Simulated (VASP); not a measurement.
# ZnS (dq5) (F-43m) in VASP: vibrations by perturbation theory with LDA

Aim: the vibrations by perturbation theory of ZnS (dq5) with LDA.

Everything below comes from runs of VASP 6.6.1. Logs are shortened: lines on timing, memory, paths and dates and some standing lists are left out, and cuts for length are marked.

## 1. The cell of the first run

It takes space group F-43m (No. 216, cubic). The conventional cell has a = 5.297 Å, b = 5.297 Å, c = 5.297 Å, α = 90.00°, β = 90.00°, γ = 90.00°. Within 3.0 Å of Zn (site symmetry -43m) lie 4 S at 2.29 Å. Within 3.0 Å of S (site symmetry -43m) lie 4 Zn at 2.29 Å.

## 2. Vibrations by perturbation theory, LDA

Input file INCAR:

```
PREC = Accurate ; ENCUT = 520
EDIFF = 1E-8 ; ISMEAR = 0
SIGMA = 0.01 ; LREAL = False
LASPH = True ; NELM = 100
ALGO = Normal ; ISIF = 2
LWAVE = False ; LCHARG = False
NBANDS = 16 ; IBRION = 8
NSW = 1 ; LEPSILON = True
```

Input file KPOINTS:

```
regular mesh
0
Gamma
  8 8 8
```

Input file POSCAR:

```
ZnS
1.0
    0.0000000000      2.6484058459      2.6484058459
    2.6484058459      0.0000000000      2.6484058459
    2.6484058459      2.6484058459      0.0000000000
Zn S
1 1
Direct
    0.0000000000      0.0000000000      0.0000000000
    0.7500000000      0.7500000000      0.7500000000
```

Potentials or basis: VASP PAW LDA potentials, release 64 (Zn, S).

Command:

```sh
cat potpaw_LDA.64/Zn/POTCAR potpaw_LDA.64/S/POTCAR > POTCAR
mpirun -np 1 vasp_std > vasp.out
```

OUTCAR:

```text
PREC = Accurate
   ENCUT = 520
   EDIFF = 1E-8
   ISMEAR = 0
   LREAL = False
   LASPH = True
   NELM = 100
   ISIF = 2
   IBRION = 8
   NSW = 1
   LEPSILON = True

 ion  position               nearest neighbor table
   1  0.000  0.000  0.000-   2 2.29   2 2.29   2 2.29   2 2.29
   2  0.750  0.750  0.750-   1 2.29   1 2.29   1 2.29   1 2.29

  LATTYP: Found a face centered cubic cell.
 ALAT       =     5.2968116918

  Lattice vectors:

 A1 = (   0.0000000000,   2.6484058459,   2.6484058459)
 A2 = (   2.6484058459,   0.0000000000,   2.6484058459)
 A3 = (   2.6484058459,   2.6484058459,   0.0000000000)

Analysis of symmetry for initial positions (statically):
=====================================================================
 Subroutine PRICEL returns:
 Original cell was already a primitive cell.

 Routine SETGRP: Setting up the symmetry group for a
 face centered cubic supercell.

 Subroutine GETGRP returns: Found 24 space group operations
 (whereof 24 operations were pure point group operations)
 out of a pool of 48 trial point group operations.

The static configuration has the point symmetry T_d .

Analysis of symmetry for dynamics (positions and initial velocities):
=====================================================================
 Subroutine PRICEL returns:
 Original cell was already a primitive cell.

 Routine SETGRP: Setting up the symmetry group for a
 face centered cubic supercell.

 Subroutine GETGRP returns: Found 24 space group operations
 (whereof 24 operations were pure point group operations)
 out of a pool of 48 trial point group operations.

The dynamic configuration has the point symmetry T_d .

 Subroutine INISYM returns: Found 24 space group operations
 (whereof 24 operations are pure point group operations),
 and found     1 'primitive' translations

----------------------------------------------------------------------------------------

                                     Primitive cell

  volume of cell :      37.1521

  direct lattice vectors                    reciprocal lattice vectors
     0.000000000  2.648405846  2.648405846    -0.188792817  0.188792817  0.188792817
     2.648405846  0.000000000  2.648405846     0.188792817 -0.188792817  0.188792817
     2.648405846  2.648405846  0.000000000     0.188792817  0.188792817 -0.188792817

  length of vectors
     3.745411466  3.745411466  3.745411466     0.326998751  0.326998751  0.326998751

  position of ions in fractional coordinates (direct lattice)
     0.000000000  0.000000000  0.000000000
     0.750000000  0.750000000  0.750000000

  ion indices of the primitive-cell ions
   primitive index   ion index
                 1           1
                 2           2

----------------------------------------------------------------------------------------

 KPOINTS: regular mesh

Automatic generation of k-mesh.
 Grid dimensions read from file:
 generate k-points for:    8    8    8

 Generating k-lattice:

  Cartesian coordinates                     Fractional coordinates (reciprocal lattice)
    -0.023599102  0.023599102  0.023599102     0.125000000  0.000000000  0.000000000
[... 602 lines left out ...]

 Free energy of the ion-electron system (eV)
  ---------------------------------------------------
  ---------------------------------------------------
  free energy    TOTEN  =        -0.56522519 eV

  energy without entropy =       -0.56522519

------------------------ aborting loop because EDIFF is reached ----------------------------------------

--------------------------------------- Ionic step        2  -------------------------------------------

------------------------ aborting loop because EDIFF is reached ----------------------------------------

--------------------------------------- Ionic step        3  -------------------------------------------

------------------------ aborting loop because EDIFF is reached ----------------------------------------

 PIEZOELECTRIC TENSOR FIELD DIRECTION 3  (e Angst)
 -----------------------------------------------------------------------------
    -0.00061  1.52658  0.00000           ( -0.00000 -0.01951  0.00000)
     1.52658 -0.00061  0.00000           ( -0.01951 -0.00000  0.00000)
     0.00000  0.00000 -0.00008           (  0.00000  0.00000 -0.00000)

 PIEZOELECTRIC TENSOR FIELD DIRECTION 3  (C/m^2)
 -----------------------------------------------------------------------------
    -0.00026  0.65833  0.00000
     0.65833 -0.00026  0.00000
     0.00000  0.00000 -0.00003

--------------------------------------- Ionic step        4  -------------------------------------------

------------------------ aborting loop because EDIFF is reached ----------------------------------------

[... ionic steps 5 to 6 ...]

--------------------------------------- Ionic step        7  -------------------------------------------

 Free energy of the ion-electron system (eV)
  ---------------------------------------------------
  ---------------------------------------------------
  free energy    TOTEN  =        -0.10378436 eV

  energy without entropy =       -0.10378436

------------------------ aborting loop because EDIFF is reached ----------------------------------------

 INTERNAL STRAIN TENSOR  FOR ION    2  DIRECTION 1   (eV/Angst):
 -----------------------------------------------------------------------------
    -0.01781  0.00000  0.00000
     0.00000  0.01662  6.63258
     0.00000  6.63258  0.01662

 MACROSCOPIC STATIC DIELECTRIC TENSOR (including local field effects in DFT)
 ------------------------------------------------------
           6.233802     0.000000    -0.000000
          -0.000000     6.233802     0.000000
           0.000000     0.000000     6.233802
 ------------------------------------------------------

 PIEZOELECTRIC TENSOR (including local field effects)  for field in x, y, z        (e  Angst)
          XX          YY          ZZ          XY          YZ          ZX
  --------------------------------------------------------------------------------
  x     0.00000     0.00000     0.00000     0.00000     1.54256     0.00000
  y     0.00000     0.00000     0.00000     0.00000     0.00000     1.54256
  z     0.00000     0.00000     0.00000     1.54256     0.00000     0.00000

 PIEZOELECTRIC TENSOR (including local field effects)  for field in x, y, z        (C/m^2)
          XX          YY          ZZ          XY          YZ          ZX
  --------------------------------------------------------------------------------
  x     0.00000     0.00000     0.00000     0.00000     0.66522     0.00000
  y     0.00000     0.00000     0.00000     0.00000     0.00000     0.66522
  z     0.00000     0.00000     0.00000     0.66522     0.00000     0.00000

 BORN EFFECTIVE CHARGES (including local field effects) (in |e|, cummulative output)
 ---------------------------------------------------------------------------------
 ion    1
    1     1.92259     0.00000    -0.00000
    2     0.00000     1.92259     0.00000
    3     0.00000    -0.00000     1.92259
 ion    2
    1    -1.92259     0.00000     0.00000
    2     0.00000    -1.92259    -0.00000
    3    -0.00000     0.00000    -1.92259

 INTERNAL STRAIN TENSOR FOR ION    2 for displacements in x,y,z  (eV/Angst):
          X           Y           Z          XY          YZ          ZX
  --------------------------------------------------------------------------------
  x     0.00000     0.00000     0.00000     0.00000     6.63258     0.00000
  y    -0.00000     0.00000    -0.00000     0.00000     0.00000     6.63258
  z     0.00000     0.00000     0.00000     6.63258     0.00000     0.00000

 SECOND DERIVATIVES (NOT SYMMETRIZED)
 ------------------------------------
               1X          1Y          1Z          2X          2Y          2Z
  1X    -6.843416    0.000000    0.000000    6.843416    0.000000    0.000000
  1Y     0.000000   -6.843416    0.000000    0.000000    6.843416    0.000000
  1Z     0.000000    0.000000   -6.843416    0.000000    0.000000    6.843416
  2X     6.762177    0.000000    0.000000   -6.762177    0.000000    0.000000
  2Y     0.000000    6.762177    0.000000    0.000000   -6.762177    0.000000
  2Z     0.000000    0.000000    6.762177    0.000000    0.000000   -6.762177

 Eigenvectors and eigenvalues of the dynamical matrix
 ----------------------------------------------------

   1 f  =    8.781700 THz    55.177049 2PiTHz  292.925985 cm-1    36.318177 meV
             X         Y         Z           dx          dy          dz
      0.000000  0.000000  0.000000     0.000000    0.575912    0.000000
      3.972609  3.972609  3.972609     0.000000   -0.817511    0.000000
[... 21 lines left out ...]
   6 f/i=    0.024688 THz     0.155117 2PiTHz    0.823490 cm-1     0.102100 meV
             X         Y         Z           dx          dy          dz
      0.000000  0.000000  0.000000     0.000000    0.000000    0.817511
      3.972609  3.972609  3.972609     0.000000    0.000000    0.575912

--------------------------------------------------------------------------------------------------------

 MACROSCOPIC STATIC DIELECTRIC TENSOR IONIC CONTRIBUTION
 ------------------------------------------------------
           2.646426    -0.000000     0.000000
          -0.000000     2.646426    -0.000000
           0.000000    -0.000000     2.646426
 ------------------------------------------------------

 ELASTIC MODULI CONTR FROM IONIC RELAXATION (kBar)
 Direction    XX          YY          ZZ          XY          YZ          ZX
 --------------------------------------------------------------------------------
 XX          -0.0000     -0.0000     -0.0000     -0.0000      0.0000      0.0000
 YY          -0.0000     -0.0000     -0.0000     -0.0000     -0.0000      0.0000
 ZZ          -0.0000     -0.0000     -0.0000      0.0000     -0.0000      0.0000
 XY          -0.0000     -0.0000      0.0000   -278.4038      0.0000      0.0000
 YZ           0.0000     -0.0000     -0.0000      0.0000   -278.4038      0.0000
 ZX           0.0000      0.0000      0.0000      0.0000      0.0000   -278.4038
 --------------------------------------------------------------------------------

 PIEZOELECTRIC TENSOR IONIC CONTR  for field in x, y, z        (C/m^2)
          XX          YY          ZZ          XY          YZ          ZX
  --------------------------------------------------------------------------------
  x     0.00000    -0.00000    -0.00000     0.00000    -0.80768     0.00000
  y     0.00000    -0.00000     0.00000    -0.00000     0.00000    -0.80768
  z    -0.00000    -0.00000    -0.00000    -0.80768    -0.00000     0.00000
```

Run time: 2.9 min. Hardware: 1 thread of Intel Xeon 6975P-C (Granite Rapids), shared host; peak memory 0.26 GiB.

What came out:

```yaml
Electronic_dielectric_tensor_diagonal: 6.23
Born_charges_mean_of_the_diagonal: Zn +1.92; S -1.92 e
Highest_phonon_frequency_at_Γ_LO-TO_splitting_left_out: 293 cm⁻¹
```

Phonon frequencies in cm⁻¹ (negative: imaginary):
```tsv
q point	frequencies
(0.000, 0.000, 0.000)	-1 -1 -1 293 293 293
```

Electronic dielectric tensor:
```
6.23 0.00 0.00
0.00 6.23 0.00
0.00 0.00 6.23
```

Born effective charge tensors (e):
atom 1, Zn
```
1.92 0.00 0.00
0.00 1.92 0.00
0.00 0.00 1.92
```
atom 2, S
```
-1.92  0.00  0.00
 0.00 -1.92  0.00
 0.00  0.00 -1.92
```
